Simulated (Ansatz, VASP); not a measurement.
## BaS: VASP beside Ansatz

```
Ba S
1.0
     0.00000    3.21180    3.21180
     3.21180    0.00000    3.21180
     3.21180    3.21180    0.00000
Ba S
1 1
Direct
  0.00000 0.00000 0.00000
  0.50000 0.50000 0.50000
```

Alike in both runs: task single point; functional PBE; k mesh 8 × 8 × 8; no spin polarisation.

```csv
,VASP,Ansatz
version,VASP 6.6.1,Ansatz 0.2.0
potentials or method,"VASP PAW PBE potentials, release 64 (Ba_sv, S)","plane waves, PAW"
plane-wave cutoff (eV),520,420
occupations,"gaussian, width 0.01 eV",fixed
valence electrons in the cell,16,16
```

VASP gave:

| Quantity | Value |
| --- | --- |
| gap on the k mesh at the Fermi level (eV) | 2.13 |
| pressure (GPa) | 0.6 |

**Question.** What did Ansatz give for the same quantities?

**Answer.** gap on the k mesh at the Fermi level (eV): 2.23; pressure (GPa): 0.1.

Spin-orbit coupling is off throughout.
